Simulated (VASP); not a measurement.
A run of VASP 6.6.1 is set up as follows.

The input INCAR:

```
PREC = Accurate
ENCUT = 600
EDIFF = 1E-6
ISMEAR = 0
SIGMA = 0.1
LREAL = False
LASPH = True
NELM = 120
ALGO = Normal
ISIF = 2
LWAVE = False
LCHARG = False
GGA = PE
NBANDS = 10
GGA_COMPAT = False
```

KPOINTS

```
regular mesh
0
Gamma
  10 10 10
```

Contents of POSCAR:

```
Os
1.0
    0.0000000000      1.9220413878      1.9220413878
    1.9220413878      0.0000000000      1.9220413878
    1.9220413878      1.9220413878      0.0000000000
Os
1
Direct
    0.0000000000      0.0000000000      0.0000000000
```

Potentials or basis: VASP PAW PBE potentials, release 64 (Os).

The run is started by

```bash
$ cat potpaw_PBE.64/Os/POTCAR > POTCAR
$ mpirun -np 1 vasp_std > vasp.out
```

Question: Estimate the pressure.

Answer: 4.4 GPa.

Question: What does it give for the band gap on the k mesh?

Answer: Zero (bands 4 and 5 overlap by 3.89 eV).

Caveat: the cell stands under pressure; spin-orbit coupling is left out, which moves the levels of the heavy elements.
